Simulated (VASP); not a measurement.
# Ti4C in VASP: a series of runs

Ti4C is run at these levels: LDA; tasks: single point.

Program: VASP 6.6.1. These are calculated values, not measurements. Logs are shortened: lines on timing, memory, paths and dates and some standing lists are left out, and cuts for length are marked.

### 1 The cell of the first run

The cell holds a slab with vacuum, 5 atoms: a = 2.864 Å, b = 2.864 Å, c = 22.241 Å, α = 90.00°, β = 90.00°, γ = 120.00°.

### 2 Single point, LDA

The input, INCAR:

```
SYSTEM = Ti4C
PREC = Accurate
ENCUT = 520
EDIFF = 1E-6
ISMEAR = 0
SIGMA = 0.1
LREAL = .FALSE.
LASPH = .TRUE.
NELM = 80
ALGO = Normal
ISIF = 2
LWAVE = .FALSE.
LCHARG = .FALSE.
LDIPOL = .TRUE.
IDIPOL = 3
DIPOL = 0.5 0.5 0.377
GGA = CA
NBANDS = 34
```

The input, KPOINTS:

```
regular mesh
0
G
  9 9 1
  0 0 0
```

The input, POSCAR:

```
Ti4C
1.0
    2.8639615639      0.0000000000      0.0000000000
   -1.4319807819      2.4802634698      0.0000000000
    0.0000000000      0.0000000000     22.2412339090
Ti C
4 1
Direct
    0.6666666667      0.3333333333      0.1798461370
    0.3333333333      0.6666666667      0.2817907594
    0.6666666667      0.3333333333      0.3878708239
    0.3333333333      0.6666666667      0.4829423562
    0.3333333333      1.0000000000      0.5510573577
```

Potentials or basis: VASP PAW LDA potentials, release 64 (Ti_sv, C).

Launch:

```sh
> cat potpaw_LDA.64/Ti_sv/POTCAR potpaw_LDA.64/C/POTCAR > POTCAR
> mpirun -np 1 vasp_std > vasp.out
```

OUTCAR:

```text
SYSTEM = Ti4C
   PREC = Accurate
   ENCUT = 520
   EDIFF = 1E-6
   ISMEAR = 0
   LREAL = .FALSE.
   LASPH = .TRUE.
   NELM = 80
   ISIF = 2
   GGA = CA

 ion  position               nearest neighbor table
   1  0.667  0.333  0.180-   2 2.81   2 2.81   2 2.81
   2  0.333  0.667  0.282-   1 2.81   1 2.81   1 2.81   3 2.88   3 2.88   3 2.88
   3  0.667  0.333  0.388-   4 2.68   4 2.68   4 2.68   2 2.88   2 2.88   2 2.88
   4  0.333  0.667  0.483-   5 1.79   5 2.44   3 2.68   3 2.68   3 2.68
   5  0.333  0.000  0.551-   4 1.79   4 2.44

  LATTYP: Found a hexagonal cell.
 ALAT       =     2.8639615639
 C/A-ratio  =     7.7658981843

  Lattice vectors:

 A1 = (   2.8639615639,   0.0000000000,   0.0000000000)
 A2 = (  -1.4319807819,   2.4802634698,   0.0000000000)
 A3 = (   0.0000000000,   0.0000000000,  22.2412339090)

Analysis of symmetry for initial positions (statically):
=====================================================================
 Subroutine PRICEL returns:
 Original cell was already a primitive cell.

 Routine SETGRP: Setting up the symmetry group for a
 hexagonal supercell.

 Subroutine GETGRP returns: Found  1 space group operations
 (whereof  1 operations were pure point group operations)
 out of a pool of 24 trial point group operations.

The static configuration has the point symmetry C_1 .

Analysis of symmetry for dynamics (positions and initial velocities):
=====================================================================
 Subroutine PRICEL returns:
 Original cell was already a primitive cell.

 Routine SETGRP: Setting up the symmetry group for a
 hexagonal supercell.

 Subroutine GETGRP returns: Found  1 space group operations
 (whereof  1 operations were pure point group operations)
 out of a pool of 24 trial point group operations.

The dynamic configuration has the point symmetry C_1 .

 Subroutine INISYM returns: Found  1 space group operations
 (whereof  1 operations are pure point group operations),
 and found     1 'primitive' translations

----------------------------------------------------------------------------------------

                                     Primitive cell

  volume of cell :     157.9879

  direct lattice vectors                    reciprocal lattice vectors
     2.863961564  0.000000000  0.000000000     0.349166697  0.201591487  0.000000000
    -1.431980782  2.480263470  0.000000000     0.000000000  0.403182973  0.000000000
     0.000000000  0.000000000 22.241233909     0.000000000  0.000000000  0.044961534

  length of vectors
     2.863961564  2.863961564 22.241233909     0.403182973  0.403182973  0.044961534

  position of ions in fractional coordinates (direct lattice)
     0.666666667  0.333333333  0.179846137
     0.333333333  0.666666667  0.281790759
     0.666666667  0.333333333  0.387870824
     0.333333333  0.666666667  0.482942356
     0.333333333  0.000000000  0.551057358

  ion indices of the primitive-cell ions
   primitive index   ion index
                 1           1
                 2           2
                 3           3
                 4           4
                 5           5

----------------------------------------------------------------------------------------

 KPOINTS: regular mesh

Automatic generation of k-mesh.
 Grid dimensions read from file:
 generate k-points for:    9    9    1

 Generating k-lattice:

  Cartesian coordinates                     Fractional coordinates (reciprocal lattice)
     0.038796300  0.022399054  0.000000000     0.111111111  0.000000000  0.000000000
     0.000000000  0.044798108  0.000000000     0.000000000  0.111111111  0.000000000
     0.000000000  0.000000000  0.044961534     0.000000000  0.000000000  1.000000000

  Length of vectors
     0.044798108  0.044798108  0.044961534

  Shift w.r.t. Gamma in fractional coordinates (k-lattice)
     0.000000000  0.000000000  0.000000000

 Subroutine IBZKPT returns following result:
 ===========================================

 Found     41 irreducible k-points:

 Following reciprocal coordinates:
            Coordinates               Weight
  0.000000  0.000000  0.000000      1.000000
  0.111111  0.000000  0.000000      2.000000
  0.000000  0.111111  0.000000      2.000000
 -0.111111  0.111111  0.000000      2.000000
  0.222222 -0.000000  0.000000      2.000000
  0.000000  0.222222  0.000000      2.000000
[... 16 lines left out ...]
  0.333333  0.111111  0.000000      2.000000
 -0.111111  0.444444  0.000000      2.000000
 [... further k-points ...]
   k-points           NKPTS =     41   k-points in BZ     NKDIM =     41   number of bands    NBANDS=     34
   number of dos      NEDOS =    301   number of ions     NIONS =      5
   total plane-waves  NPLWV =  96768
   dimension x,y,z NGX =    24 NGY =   24 NGZ =  168
   dimension x,y,z NGXF=    48 NGYF=   48 NGZF=  336
   ions per type =               4   1
   NGX,Y,Z   is equivalent  to a cutoff of  13.93, 13.93, 12.56 a.u.
   NGXF,Y,Z  is equivalent  to a cutoff of  27.86, 27.86, 25.11 a.u.
 SYSTEM =  Ti4C
   PREC   = accura    normal or accurate (medium, high low for compatibility)
   ISTART =      0    job   : 0-new  1-cont  2-samecut
   ICHARG =      2    charge: 1-file 2-atom 10-const
   ISPIN  =      1    spin polarized calculation?
   LNONCOLLINEAR =      F non collinear calculations
   LSORBIT =      F    spin-orbit coupling
   LASPH  =      T    aspherical Exc in radial PAW
   ENCUT  =  520.0 eV  38.22 Ry    6.18 a.u.   5.33  5.33 41.35*2*pi/ulx,y,z
   NELM   =     80;   NELMIN=  2; NELMDL= -5     # of ELM steps
   EDIFF  = 0.1E-05   stopping-criterion for ELM
   LREAL  =      F    real-space projection
   EDIFFG = 0.1E-04   stopping-criterion for IOM
   NSW    =      0    number of steps for IOM
   IBRION =     -1    ionic relax: 0-MD 1-quasi-New 2-CG
   NFREE  =      0    steps in history (QN), initial steepest desc. (CG)
   ISIF   =      2    stress and relaxation
   ISYM   =      2    0-nonsym 1-usesym 2-fastsym
   POTIM  = 0.5000    time-step for ionic-motion
   TEBEG  =    0.0;   TEEND  =   0.0 temperature during run
   PSTRESS=    0.0 pullay stress
   NELECT =      52.0000    total number of electrons
   NUPDOWN=      -1.0000    fix difference up-down
   EMIN   =  10.00;   EMAX   =-10.00  energy-range for DOS
   EFERMI =   0.00;   METHOD = LEGACY
   ISMEAR =     0;   SIGMA  =   0.10  broadening in eV -4-tet -1-fermi 0-gaus
   EFERMI_NEDOS =   21; number of points for ismear=-14 and -15
   IALGO  =     38    algorithm
   IMIX   =      4    mixing-type and parameters
     AMIX     =   0.40;   BMIX     =  1.00
     AMIX_MAG =   1.60;   BMIX_MAG =  1.00
  volume/ion in A,a.u.               =      31.60       213.23
  Fermi-wavevector in a.u.,A,eV,Ry     =   1.130320  2.135995 17.383113  1.277623
  Thomas-Fermi vector in A             =   2.267016
   LORBIT       =      0    0 simple, 1 ext, 2 COOP (PROOUT), +10 PAW based schemes
   GGA     = CA    functional components
   LHFCALC =     F    Hartree Fock is set to
   AEXX    =    0.0000 exact exchange contribution
   IVDW    =     0    specifies the selected vdW correction
   LEPSILON=     F    determine dielectric tensor
   LRPA    =     F    only Hartree local field effects (RPA)
 non-spin polarized calculation
 Gauss-broadening in eV      SIGMA  =   0.10
  energy-cutoff  :      520.00
  volume of cell :      157.99
 maximum number of plane-waves:      4289
 NGX is ok and might be reduce to    24
   NGX = 11   NGY = 11   NGZ = 83

 dipolmoment           0.000000      0.000000     -0.033065 electrons x Angstroem

 number of electron      52.0000013 magnetization

 dipolmoment           0.000000      0.000000      0.094614 electrons x Angstroem

 Free energy of the ion-electron system (eV)
  ---------------------------------------------------
  ext. energy  EPLUGINS =         0.00000000
  ---------------------------------------------------
  free energy    TOTEN  =       -38.87352503 eV

  energy without entropy =      -38.82968301  energy(sigma->0) =      -38.85160402

 E-fermi :   0.6515     XC(G=0):  -6.4168

 val. band max:        0.6513237116   @ k =   0.0000   0.3333   0.0000
 cond. band min:       0.6624151304   @ k =  -0.1111   0.1111   0.0000
 fundamental gap:      0.0110914188
 Fermi energy:         0.6514701628

 k-point     1 :       0.0000    0.0000    0.0000
  band No.  band energies     occupation
      1     -55.5186      2.00000
      2     -55.3063      2.00000
      3     -55.1659      2.00000
      4     -54.6095      2.00000
      5     -32.3810      2.00000
      6     -32.0979      2.00000
[... 26 lines left out ...]
     33       1.8748      0.00000
     34       2.1317      0.00000

 k-point     2 :       0.1111    0.0000    0.0000
  band No.  band energies     occupation
      1     -55.5057      2.00000
      2     -55.2945      2.00000
      3     -55.1538      2.00000
      4     -54.5984      2.00000
      5     -32.3587      2.00000
      6     -32.0874      2.00000
[... 26 lines left out ...]
     33       1.9726      0.00000
     34       2.1367      0.00000

 k-point     3 :       0.0000    0.1111    0.0000
  band No.  band energies     occupation
      1     -55.5057      2.00000
      2     -55.2945      2.00000
      3     -55.1538      2.00000
      4     -54.5982      2.00000
      5     -32.3587      2.00000
      6     -32.0869      2.00000
[... 26 lines left out ...]
     33       1.9186      0.00000
     34       2.0967      0.00000
[... 704 lines left out ...]
 k-point    23 :       0.3333    0.1111    0.0000
  band No.  band energies     occupation
      1     -55.4160      2.00000
      2     -55.2135      2.00000
      3     -55.0690      2.00000
      4     -54.5209      2.00000
      5     -32.3396      2.00000
      6     -32.2668      2.00000
[... 26 lines left out ...]
     33       3.0624      0.00000
     34       3.2925      0.00000

 k-point    24 :      -0.1111    0.4444    0.0000
  band No.  band energies     occupation
      1     -55.4160      2.00000
      2     -55.2135      2.00000
      3     -55.0691      2.00000
      4     -54.5194      2.00000
      5     -32.3359      2.00000
      6     -32.2671      2.00000
[... 26 lines left out ...]
     33       2.9133      0.00000
     34       3.1138      0.00000

 [... further k-points ...]

------------------------ aborting loop because EDIFF is reached ----------------------------------------

 vacuum level on the upper side and lower side of the slab       (xc-potential included)         1.058        -1.333

  FORCE on cell =-STRESS in cart. coord.  units (eV):
  Direction    XX          YY          ZZ          XY          YZ          ZX
  --------------------------------------------------------------------------------------
  -------------------------------------------------------------------------------------
  Total       -2.1012331     -0.1235310      0.2653887     -0.2398115      2.7943837     -1.2967166
  in kB      -21.3088958     -1.2527452      2.6913431     -2.4319617     28.3382311    -13.1501826
  external PRESSURE =      -6.6234326 kB  Pullay stress =       0.0000000 kB

 VOLUME and BASIS-vectors are now :
 -----------------------------------------------------------------------------
  energy-cutoff  :      520.00
  volume of cell :      157.99
      direct lattice vectors                 reciprocal lattice vectors
     2.863961564  0.000000000  0.000000000     0.349166697  0.201591487  0.000000000
    -1.431980782  2.480263470  0.000000000     0.000000000  0.403182973  0.000000000
     0.000000000  0.000000000 22.241233909     0.000000000  0.000000000  0.044961534

 POSITION                                       TOTAL-FORCE (eV/Angst)
 -----------------------------------------------------------------------------------
      1.43198      0.82675      4.00000         0.013637     -0.006896      0.593673
     -0.00000      1.65351      6.26737        -0.053443      0.069861     -0.392606
      1.43198      0.82675      8.62673        -0.248921      0.049950     -1.134158
     -0.00000      1.65351     10.74123         1.589381     -2.202764      0.843827
      0.95465      0.00000     12.25620        -1.300654      2.089849      0.089264
 -----------------------------------------------------------------------------------
    total drift:                               -0.000004     -0.000030      0.000200

  FREE ENERGIE OF THE ION-ELECTRON SYSTEM (eV)
  ---------------------------------------------------
  free  energy   TOTEN  =       -38.8735250292 eV

  energy  without entropy=      -38.8296830066  energy(sigma->0) =      -38.85160402

 vacuum level on the upper side and lower side of the slab         7.593         5.138
```

Run time: 8.2 min. Hardware: 1 thread of Intel Xeon Platinum 8175M at 2.50GHz (Skylake/Cascade Lake), shared host; peak memory 0.34 GiB.

Results:

```yaml
Free_energy: -38.8735 eV
Largest_force: 2.844 eV/Å
Band_gap_on_the_k_mesh: zero (bands 26 and 27 overlap by 1.06 eV)
```

Forces on the atoms (eV/Å):
```
Ti   0.014 -0.007  0.594
Ti  -0.053  0.070 -0.393
Ti  -0.249  0.050 -1.134
Ti   1.589 -2.203  0.844
C   -1.301  2.090  0.089
```

(Continued in part 2 of 2.)
